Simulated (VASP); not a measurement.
A run of VASP 6.6.1:

INCAR

```
SYSTEM = NiO
PREC = Accurate ; ENCUT = 520
EDIFF = 1E-7 ; ISMEAR = -1
SIGMA = 0.05 ; LREAL = .FALSE.
LASPH = .TRUE. ; NELM = 150
ALGO = Normal ; ISIF = 2
LWAVE = .FALSE. ; LCHARG = .TRUE.
ISPIN = 2 ; MAGMOM = 1 0
LORBIT = 11 ; LMAXMIX = 4
GGA = PE ; ALDAC = 0.0
AGGAC = 0.0 ; LELF = .TRUE.
LVHAR = .TRUE. ; NBANDS = 19
```

File KPOINTS:

```
Automatic mesh
0
G
  11 11 11
  0 0 0
```

File POSCAR:

```
NiO
1.0
    0.0000000000      2.0719018797      2.0719018797
    2.0719018797      0.0000000000      2.0719018797
    2.0719018797      2.0719018797      0.0000000000
Ni O
1 1
Direct
    0.0000000000      0.0000000000      0.0000000000
    0.5000000000      0.5000000000      0.5000000000
```

Potentials or basis: VASP PAW PBE potentials, release 64 (Ni, O).

Command:

```console
$ cat potpaw_PBE.64/Ni/POTCAR potpaw_PBE.64/O/POTCAR > POTCAR
$ mpirun -np 1 vasp_std > vasp.out
```

Hardware: 1 thread of Intel Xeon 8259CL, with other jobs on the host.

Estimate the wall time of this run.

Run time: 64 s on 1 thread of Intel Xeon 8259CL (shared host), peak memory 0.17 GiB. Counts: scf iterations 18, k points 56.
